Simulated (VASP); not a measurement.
# LiF (kk07) (Fm-3m) in VASP: a series of runs, part 2 of 2

VASP 6.6.1. The steps go on from the part before.

## (4) Single point, LDA

File INCAR:

```
SYSTEM = LiF
PREC = Accurate ; ENCUT = 520
EDIFF = 1E-6 ; ISMEAR = 0
SIGMA = 0.02 ; LREAL = .False.
LASPH = .True. ; NELM = 60
ALGO = Normal ; ISIF = 2
LWAVE = .False. ; LCHARG = .False.
GGA = CA ; NBANDS = 12
```

File KPOINTS:

```
regular mesh
0
Gamma
  14 14 14
  0 0 0
```

File POSCAR:

```
LiF
1.0
    0.0000000000      1.9537503697      1.9537503697
    1.9537503697      0.0000000000      1.9537503697
    1.9537503697      1.9537503697      0.0000000000
Li F
1 1
Direct
    0.0000000000      0.0000000000      0.0000000000
    0.5000000000      0.5000000000      0.5000000000
```

Potentials or basis: VASP PAW LDA potentials, release 64 (Li_sv, F).

Command:

```console
$ cat potpaw_LDA.64/Li_sv/POTCAR potpaw_LDA.64/F/POTCAR > POTCAR
$ mpirun -np 1 vasp_std > vasp.out
```

OUTCAR:

```text
SYSTEM = LiF
   PREC = Accurate
   ENCUT = 520
   EDIFF = 1E-6
   ISMEAR = 0
   LREAL = .False.
   LASPH = .True.
   NELM = 60
   ISIF = 2
   GGA = CA

 ion  position               nearest neighbor table
   1  0.000  0.000  0.000-   2 1.95   2 1.95   2 1.95   2 1.95   2 1.95   2 1.95
   2  0.500  0.500  0.500-   1 1.95   1 1.95   1 1.95   1 1.95   1 1.95   1 1.95

  LATTYP: Found a face centered cubic cell.
 ALAT       =     3.9075007394

  Lattice vectors:

 A1 = (   0.0000000000,   1.9537503697,   1.9537503697)
 A2 = (   1.9537503697,   0.0000000000,   1.9537503697)
 A3 = (   1.9537503697,   1.9537503697,   0.0000000000)

Analysis of symmetry for initial positions (statically):
=====================================================================
 Subroutine PRICEL returns:
 Original cell was already a primitive cell.

 Routine SETGRP: Setting up the symmetry group for a
 face centered cubic supercell.

 Subroutine GETGRP returns: Found 48 space group operations
 (whereof 48 operations were pure point group operations)
 out of a pool of 48 trial point group operations.

The static configuration has the point symmetry O_h .

Analysis of symmetry for dynamics (positions and initial velocities):
[... 179 lines left out ...]
     11      24.1027      0.00000
     12      24.1027      0.00000
[... 331 lines left out ...]
 k-point    24 :       0.2857    0.1429    0.0000
  band No.  band energies     occupation
      1     -40.2333      2.00000
      2     -20.2211      2.00000
      3      -2.2637      2.00000
      4      -1.1240      2.00000
      5      -1.0958      2.00000
      6      10.7198      0.00000
      7      17.4854      0.00000
      8      19.8606      0.00000
      9      20.2194      0.00000
     10      23.1135      0.00000
     11      30.6544      0.00000
     12      30.6872      0.00000

 [... further k-points ...]

------------------------ aborting loop because EDIFF is reached ----------------------------------------

  FORCE on cell =-STRESS in cart. coord.  units (eV):
  Direction    XX          YY          ZZ          XY          YZ          ZX
  --------------------------------------------------------------------------------------
  -------------------------------------------------------------------------------------
  Total       -0.0122576     -0.0122576     -0.0122576      0.0000000      0.0000000      0.0000000
  in kB       -1.3166754     -1.3166754     -1.3166754      0.0000000      0.0000000      0.0000000
  external PRESSURE =      -1.3166754 kB  Pullay stress =       0.0000000 kB

 VOLUME and BASIS-vectors are now :
 -----------------------------------------------------------------------------
  energy-cutoff  :      520.00
  volume of cell :       14.92
      direct lattice vectors                 reciprocal lattice vectors
     0.000000000  1.953750370  1.953750370    -0.255918058  0.255918058  0.255918058
     1.953750370  0.000000000  1.953750370     0.255918058 -0.255918058  0.255918058
     1.953750370  1.953750370  0.000000000     0.255918058  0.255918058 -0.255918058

 POSITION                                       TOTAL-FORCE (eV/Angst)
 -----------------------------------------------------------------------------------
      0.00000      0.00000      0.00000         0.000000      0.000000     -0.000000
      1.95375      1.95375      1.95375        -0.000000     -0.000000      0.000000
 -----------------------------------------------------------------------------------
    total drift:                               -0.000000     -0.000000      0.000000

  FREE ENERGIE OF THE ION-ELECTRON SYSTEM (eV)
  ---------------------------------------------------
  free  energy   TOTEN  =       -10.5003354720 eV

  energy  without entropy=      -10.5003354720  energy(sigma->0) =      -10.50033547
```

OSZICAR:

```text
N       E                     dE             d eps       ncg     rms          rms(c)
DAV:   1     0.305586116663E+02    0.30559E+02   -0.53275E+03  2552   0.845E+02
DAV:   2    -0.100426070278E+02   -0.40601E+02   -0.39777E+02  2976   0.191E+02
DAV:   3    -0.109844133379E+02   -0.94181E+00   -0.93932E+00  3248   0.253E+01
DAV:   4    -0.109928597637E+02   -0.84464E-02   -0.84460E-02  2872   0.244E+00
DAV:   5    -0.109929331668E+02   -0.73403E-04   -0.73403E-04  3180   0.173E-01    0.424E+00
DAV:   6    -0.105155476261E+02    0.47739E+00   -0.21596E+00  2808   0.919E+00    0.129E+00
DAV:   7    -0.105053624311E+02    0.10185E-01   -0.15853E-02  3248   0.108E+00    0.778E-01
DAV:   8    -0.105003477790E+02    0.50147E-02   -0.82002E-03  3372   0.967E-01    0.946E-02
DAV:   9    -0.105003234877E+02    0.24291E-04   -0.71257E-04  2836   0.248E-01    0.365E-02
DAV:  10    -0.105003360630E+02   -0.12575E-04   -0.25836E-05  3032   0.381E-02    0.809E-03
DAV:  11    -0.105003354720E+02    0.59101E-06   -0.15462E-06  2532   0.135E-02
   1 F= -.10500335E+02 E0= -.10500335E+02  d E =-.235782E-17
```

Run time: 14 s. Hardware: 1 thread of Intel Xeon Platinum 8259CL at 2.50GHz (Skylake/Cascade Lake), shared host; peak memory 0.13 GiB.

What came out:

```
Free energy            : -10.5003 eV
Band gap on the k mesh : 9.70 eV, indirect (the least direct gap lies 1.9 meV higher)
```

Levels at points of the mesh, in eV from the valence-band top:
| k point | band 1 | band 2 | band 3 | band 4 | band 5 | band 6 | band 7 | band 8 | band 9 | band 10 |
| --- | --- | --- | --- | --- | --- | --- | --- | --- | --- | --- |
| (0.00, 0.00, 0.00) | -39.59 | -19.83 | 0.00 | 0.00 | 0.00 | 9.70 | 24.64 | 24.64 | 24.64 | 24.80 |
| (0.50, 0.00, 0.00) | -39.49 | -19.32 | -2.87 | -0.27 | -0.27 | 10.85 | 17.48 | 19.11 | 19.11 | 31.56 |
| (0.50, 0.50, 0.00) | -39.47 | -18.95 | -3.54 | -1.18 | -1.18 | 15.29 | 16.44 | 18.28 | 20.84 | 20.84 |

Caveat: the cutoff is under 1.25 times the usual one of these potentials, so pressure, stress and relaxed cells hold a basis-set (Pulay) error.

## (5) Relaxation of cell and atoms, LDA

This run uses another cell than the first one, of 8.51 Å³/atom, 1.141 times its volume.

File INCAR:

```
SYSTEM = LiF
  PREC = Accurate
  ENCUT = 600
  EDIFF = 1E-7
  ISMEAR = 0
  SIGMA = 0.1
  LREAL = .False.
  LASPH = .True.
  NELM = 60
  ALGO = Normal
  ISIF = 3
  LWAVE = .False.
  LCHARG = .False.
  IBRION = 2
  NSW = 100
  EDIFFG = -0.05
```

File KPOINTS:

```
Automatic mesh
0
Gamma
  8 8 8
  0 0 0
```

File POSCAR:

```
LiF
1.0
    0.0000000000      2.0417135700      2.0417135700
    2.0417135700      0.0000000000      2.0417135700
    2.0417135700      2.0417135700      0.0000000000
Li F
1 1
Direct
    0.0000000000      0.0000000000      0.0000000000
    0.5000000000      0.5000000000      0.5000000000
```

Command:

```console
$ cat potpaw_LDA.64/Li_sv/POTCAR potpaw_LDA.64/F/POTCAR > POTCAR
$ mpirun -np 1 vasp_std > vasp.out
```

Run time: 12 s. Hardware: 1 thread of Intel Xeon Platinum 8259CL at 2.50GHz (Skylake/Cascade Lake), shared host; peak memory 0.12 GiB.

It converged, with:

```yaml
Free_energy: -10.5144 eV
Relaxed_volume: 7.45 Å³/atom
Relaxed_cell: a = 2.762 Å, b = 2.762 Å, c = 2.762 Å, α = 60.00°, β = 60.00°, γ = 60.00°
Space_group_after_relaxing_to_0.05_Å: Fm-3m (No. 225)
Energy_gained_by_relaxing: 36.2 meV/atom
Ionic_steps: 3
Pressure_after_relaxing: -0.7 GPa
Band_gap_on_the_k_mesh: 9.71 eV, direct
```

The path:
| step | energy change (eV) | largest force (eV/Å) | pressure (GPa) | volume (Å³) |
| --- | --- | --- | --- | --- |
| 1 | 0.0000 | 0.0000 | -9.18 | 17.02 |
| 2 | -0.0540 | 0.0000 | -5.30 | 15.85 |
| 3 | -0.0724 | 0.0000 | -0.66 | 14.90 |

Final structure:
```cif
data_structure
_symmetry_space_group_name_H-M 'P 1'
_symmetry_Int_Tables_number 1
_cell_length_a 2.7621
_cell_length_b 2.7621
_cell_length_c 2.7621
_cell_angle_alpha 60.000
_cell_angle_beta 60.000
_cell_angle_gamma 60.000
_cell_volume 14.90
loop_
_atom_site_label
_atom_site_type_symbol
_atom_site_fract_x
_atom_site_fract_y
_atom_site_fract_z
_atom_site_occupancy
Li1 Li 0.00000 0.00000 0.00000 1
F1 F 0.50000 0.50000 0.50000 1
```

Levels at points of the mesh, in eV from the valence-band top:
| k point | band 1 | band 2 | band 3 | band 4 | band 5 | band 6 | band 7 | band 8 | band 9 |
| --- | --- | --- | --- | --- | --- | --- | --- | --- | --- |
| (0.00, 0.00, 0.00) | -39.58 | -19.83 | 0.00 | 0.00 | 0.00 | 9.71 | 24.66 | 24.66 | 24.66 |
| (0.50, 0.00, 0.00) | -39.48 | -19.32 | -2.87 | -0.27 | -0.27 | 10.86 | 17.49 | 19.13 | 19.13 |
| (0.50, 0.50, 0.00) | -39.45 | -18.95 | -3.54 | -1.18 | -1.18 | 15.30 | 16.45 | 18.28 | 20.85 |

Caveat: the cutoff is under 1.25 times the usual one of these potentials, so pressure, stress and relaxed cells hold a basis-set (Pulay) error. Expect the measured gap to be larger: semilocal functionals such as LDA lack the derivative discontinuity.

## (6) Relaxation of cell and atoms, LDA

File INCAR:

```
SYSTEM = LiF
PREC = Accurate ; ENCUT = 600
EDIFF = 1E-6 ; ISMEAR = 0
SIGMA = 0.02 ; LREAL = .False.
LASPH = .True. ; NELM = 80
ALGO = Normal ; ISIF = 3
LWAVE = .False. ; LCHARG = .False.
IBRION = 2 ; NSW = 100
EDIFFG = -0.002
```

File KPOINTS:

```
Automatic mesh
0
Gamma
  14 14 14
  0 0 0
```

File POSCAR:

```
LiF
1.0
    0.0000000000      1.9538102033      1.9538102033
    1.9538102033      0.0000000000      1.9538102033
    1.9538102033      1.9538102033      0.0000000000
Li F
1 1
Direct
    0.0000000000      0.0000000000      0.0000000000
    0.5000000000      0.5000000000      0.5000000000
```

Potentials or basis: VASP PAW LDA potentials, release 64 (Li_sv, F).

Command:

```console
$ cat potpaw_LDA.64/Li_sv/POTCAR potpaw_LDA.64/F/POTCAR > POTCAR
$ mpirun -np 1 vasp_std > vasp.out
```

Run time: 24 s. Hardware: 1 thread of Intel Xeon Platinum 8259CL at 2.50GHz (Skylake/Cascade Lake), shared host; peak memory 0.13 GiB.

It converged, with:

```
Free energy                            : -10.5024 eV
Relaxed volume                         : 7.41 Å³/atom
Relaxed cell                           : a = 2.757 Å, b = 2.757 Å, c = 2.757 Å, α = 60.00°, β = 60.00°, γ = 60.00°
Space group after relaxing (to 0.05 Å) : Fm-3m (No. 225)
Energy gained by relaxing              : 0.1 meV/atom
Ionic steps                            : 3
Pressure after relaxing                : 0.0 GPa
Band gap on the k mesh                 : 9.76 eV, indirect (the least direct gap lies 2.1 meV higher)
```

Step by step:
```tsv
step	energy change (eV)	largest force (eV/Å)	pressure (GPa)	volume (Å³)
1	0.0000	0.0000	-0.50	14.92
2	-0.0001	0.0000	-0.23	14.87
3	-0.0001	0.0000	0.02	14.82
```

Final structure:
```yaml
crystal:
  lattice:
    - [0.00000, 1.94972, 1.94972]
    - [1.94972, 0.00000, 1.94972]
    - [1.94972, 1.94972, 0.00000]
  atoms:
    - { symbol: Li, position: [0.00000, 0.00000, 0.00000] }
    - { symbol: F, position: [0.50000, 0.50000, 0.50000] }
```

Levels at points of the mesh, in eV from the valence-band top:
```csv
k point,band 2,band 3,band 4,band 5,band 6,band 7,band 8,band 9
"(0.00, 0.00, 0.00)",-19.85,0.00,0.00,0.00,9.76,24.73,24.73,24.73
"(0.50, 0.00, 0.00)",-19.33,-2.89,-0.27,-0.27,10.88,17.55,19.17,19.17
"(0.50, 0.50, 0.00)",-18.96,-3.57,-1.19,-1.19,15.35,16.47,18.35,20.91
```

Caveat: the cutoff is under 1.25 times the usual one of these potentials, so pressure, stress and relaxed cells hold a basis-set (Pulay) error.

## (7) Overview

| task | cell | k mesh | cutoff (eV) | smearing | gap on the mesh (eV) | pressure (GPa) |
| --- | --- | --- | --- | --- | --- | --- |
| single point | a = 2.763 Å, angles 60.0°, 2 atoms | 8 × 8 × 8 | 520 | gaussian 0.1 eV | 9.70 | - |
| single point | a = 2.887 Å, angles 60.0°, 2 atoms | 8 × 8 × 8 | 520 | gaussian 0.1 eV | 8.48 | - |
| single point | a = 2.763 Å, angles 60.0°, 2 atoms | 14 × 14 × 14 | 520 | gaussian 0.02 eV | 9.70 | - |
| relaxation of cell and atoms | relaxed from a = 2.887 Å, angles 60.0°, 2 atoms | 8 × 8 × 8 | 600 | gaussian 0.1 eV | 9.71 | -0.7 |
| relaxation of cell and atoms | relaxed from a = 2.763 Å, angles 60.0°, 2 atoms | 14 × 14 × 14 | 600 | gaussian 0.02 eV | 9.76 | 0.0 |

Alike in all rows: level LDA; potentials or basis VASP PAW LDA potentials, release 64 (Li_sv, F); no spin polarisation.

Caveats: the cutoff is under 1.25 times the usual one of these potentials, so pressure, stress and relaxed cells hold a basis-set (Pulay) error.

Absolute energies hang on the potentials; compare differences alone.
